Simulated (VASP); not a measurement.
# ZrS (I4/mmm) in VASP: further runs, part 2 of 2

VASP 6.6.1. The steps go on from the part before.

## 3. Single point, PBEsol

This run uses another cell than the first one, of the same volume but with other edges.

Input file INCAR:

```
  ALGO = Normal
  EDIFF = 1E-6
  ENCUT = 520
  GGA = PS
  ISIF = 2
  ISMEAR = 0
  LASPH = T
  LCHARG = T
  LELF = T
  LREAL = F
  LVHAR = T
  LWAVE = F
  NBANDS = 16
  NELM = 60
  PREC = Accurate
  SIGMA = 0.15
```

Input file KPOINTS:

```
k-points
0
Gamma
  18 18 18
```

Input file POSCAR:

```
ZrS
1.0
    0.0000000000      2.6609633731      2.5545248381
    2.6609633731      0.0000000000      2.5545248381
    2.6609633731      2.6609633731      0.0000000000
Zr S
1 1
Direct
    0.0000000000      0.0000000000      0.0000000000
    0.5000000000      0.5000000000      0.5000000000
```

Potentials or basis: VASP PAW PBE potentials, release 64 (Zr_sv, S).

The run is started by

```sh
$ cat potpaw_PBE.64/Zr_sv/POTCAR potpaw_PBE.64/S/POTCAR > POTCAR
$ mpirun -np 1 vasp_std > vasp.out
```

OUTCAR:

```text
EDIFF = 1E-6
   ENCUT = 520
   GGA = PS
   ISIF = 2
   ISMEAR = 0
   LASPH = T
   LREAL = F
   NELM = 60
   PREC = Accurate

 ion  position               nearest neighbor table
   1  0.000  0.000  0.000-   2 2.55   2 2.55   2 2.66   2 2.66   2 2.66   2 2.66
   2  0.500  0.500  0.500-   1 2.55   1 2.55   1 2.66   1 2.66   1 2.66   1 2.66

  LATTYP: Found a body centered tetragonal cell.
 ALAT       =     3.7631704912
 C/A-ratio  =     1.3576450198

  Lattice vectors:

 A1 = (   0.0000000000,  -2.6609633731,  -2.5545248381)
 A2 = (   0.0000000000,   2.6609633731,  -2.5545248381)
 A3 = (   2.6609633731,   0.0000000000,   2.5545248381)

Analysis of symmetry for initial positions (statically):
=====================================================================
 Subroutine PRICEL returns:
 Original cell was already a primitive cell.

 Routine SETGRP: Setting up the symmetry group for a
 body centered tetragonal supercell.

 Subroutine GETGRP returns: Found 16 space group operations
 (whereof 16 operations were pure point group operations)
 out of a pool of 16 trial point group operations.

The static configuration has the point symmetry D_4h.

Analysis of symmetry for dynamics (positions and initial velocities):
=====================================================================
 Subroutine PRICEL returns:
 Original cell was already a primitive cell.

 Routine SETGRP: Setting up the symmetry group for a
 body centered tetragonal supercell.

 Subroutine GETGRP returns: Found 16 space group operations
 (whereof 16 operations were pure point group operations)
 out of a pool of 16 trial point group operations.

The dynamic configuration has the point symmetry D_4h.

 Subroutine INISYM returns: Found 16 space group operations
 (whereof 16 operations are pure point group operations),
 and found     1 'primitive' translations

----------------------------------------------------------------------------------------
[... 106 lines left out ...]
   EMIN   =  10.00;   EMAX   =-10.00  energy-range for DOS
   EFERMI =   0.00;   METHOD = LEGACY
   ISMEAR =     0;   SIGMA  =   0.15  broadening in eV -4-tet -1-fermi 0-gaus
   EFERMI_NEDOS =   21; number of points for ismear=-14 and -15
   IALGO  =     38    algorithm
   IMIX   =      4    mixing-type and parameters
     AMIX     =   0.40;   BMIX     =  1.00
     AMIX_MAG =   1.60;   BMIX_MAG =  1.00
  volume/ion in A,a.u.               =      18.09       122.06
  Fermi-wavevector in a.u.,A,eV,Ry     =   1.297258  2.451462 22.896950  1.682878
  Thomas-Fermi vector in A             =   2.428662
   LORBIT       =      0    0 simple, 1 ext, 2 COOP (PROOUT), +10 PAW based schemes
   GGA     = PS    functional components
   LHFCALC =     F    Hartree Fock is set to
   AEXX    =    0.0000 exact exchange contribution
   IVDW    =     0    specifies the selected vdW correction
   LEPSILON=     F    determine dielectric tensor
   LRPA    =     F    only Hartree local field effects (RPA)
 non-spin polarized calculation
 Gauss-broadening in eV      SIGMA  =   0.15
  energy-cutoff  :      520.00
  volume of cell :       36.18
 maximum number of plane-waves:       998
   NGX = 13   NGY = 13   NGZ = 13

 number of electron      18.0000000 magnetization

 Free energy of the ion-electron system (eV)
  ---------------------------------------------------
  ext. energy  EPLUGINS =         0.00000000
  ---------------------------------------------------
  free energy    TOTEN  =       -16.45400250 eV

  energy without entropy =      -16.43816641  energy(sigma->0) =      -16.44608445

 E-fermi :  10.5914     XC(G=0): -11.4578

 val. band max:       10.5903676860   @ k =   0.2778   0.2778   0.0000
 cond. band min:      10.5919732922   @ k =  -0.2778   0.0000   0.0556
 fundamental gap:      0.0016056062
 Fermi energy:        10.5913848445

 k-point     1 :       0.0000    0.0000    0.0000
  band No.  band energies     occupation
      1     -39.2796      2.00000
      2     -17.2937      2.00000
      3     -17.2693      2.00000
      4     -17.2693      2.00000
      5      -5.2199      2.00000
      6       7.0556      2.00000
[... 433 lines left out ...]
      3     -17.3082      2.00000
      4     -17.2851      2.00000
      5      -4.5691      2.00000
      6       4.4887      2.00000
[... 8 lines left out ...]
     15      18.6059      0.00000
     16      19.8513      0.00000

 [... further k-points ...]
[... 5 lines left out ...]
  --------------------------------------------------------------------------------------
  -------------------------------------------------------------------------------------
  Total       -2.0925929     -2.0925929      0.3750405      0.0000000     -0.0000000      0.0000000
  in kB      -92.6781637    -92.6781637     16.6100473      0.0000000     -0.0000000      0.0000000
  external PRESSURE =     -56.2487601 kB  Pullay stress =       0.0000000 kB

 VOLUME and BASIS-vectors are now :
 -----------------------------------------------------------------------------
  energy-cutoff  :      520.00
  volume of cell :       36.18
      direct lattice vectors                 reciprocal lattice vectors
     0.000000000  2.660963373  2.554524838    -0.187901872  0.187901872  0.195731117
     2.660963373  0.000000000  2.554524838     0.187901872 -0.187901872  0.195731117
     2.660963373  2.660963373  0.000000000     0.187901872  0.187901872 -0.195731117

 POSITION                                       TOTAL-FORCE (eV/Angst)
 -----------------------------------------------------------------------------------
      0.00000      0.00000      0.00000        -0.000000      0.000000      0.000000
      2.66096      2.66096      2.55452         0.000000     -0.000000      0.000000
 -----------------------------------------------------------------------------------
    total drift:                                0.000000      0.000000      0.000000

  FREE ENERGIE OF THE ION-ELECTRON SYSTEM (eV)
  ---------------------------------------------------
  free  energy   TOTEN  =       -16.4540024966 eV

  energy  without entropy=      -16.4381664088  energy(sigma->0) =      -16.44608445
```

stdout:

```text
POSCAR found type information on POSCAR ZrS
 POSCAR found :  2 types and       2 ions
 scaLAPACK will be used
 -----------------------------------------------------------------------------
|                                                                             |
|                                                                             |
|     You enforced a specific xc type in the INCAR file but a different       |
|     I HOPE YOU KNOW WHAT YOU ARE DOING!                                     |
|                                                                             |
 -----------------------------------------------------------------------------

 LDA part: xc-table for (Slater+PW92), standard interpolation
 POSCAR, INCAR and KPOINTS ok, starting setup
 FFT: planning ... GRIDC
 FFT: planning ... GRID_SOFT
 FFT: planning ... GRID
 WAVECAR not read
 entering main loop
```

It took 100 s on 1 thread of Intel Xeon 6975P-C (Granite Rapids), shared host; peak memory 0.37 GiB.

What came out:

* Free energy: -16.4540 eV
* Pressure: -5.6 GPa
* Band gap on the k mesh: zero (bands 9 and 10 overlap by 2.88 eV)

Stress tensor (GPa, compression positive):
```
-9.27  0.00  0.00
 0.00 -9.27  0.00
 0.00  0.00  1.66
```

Levels at points of the mesh, in eV from the Fermi level:
```csv
k point,band 7,band 8,band 9,band 10,band 11,band 12
"(0.00, 0.00, 0.00)",-3.54,-3.42,-1.49,-1.49,-1.07,-0.76
"(0.50, 0.00, 0.00)",-5.98,-5.95,1.39,1.57,1.81,1.88
"(0.50, 0.50, 0.00)",-4.57,-4.57,-3.43,0.65,2.33,2.33
"(0.50, 0.00, 0.50)",-4.39,-4.36,-3.45,0.43,2.25,2.49
```

Caveat: the stress differs along the axes, from -9 to 2 GPa; the PAW data sets were made with another functional, which shifts forces and pressure a little.
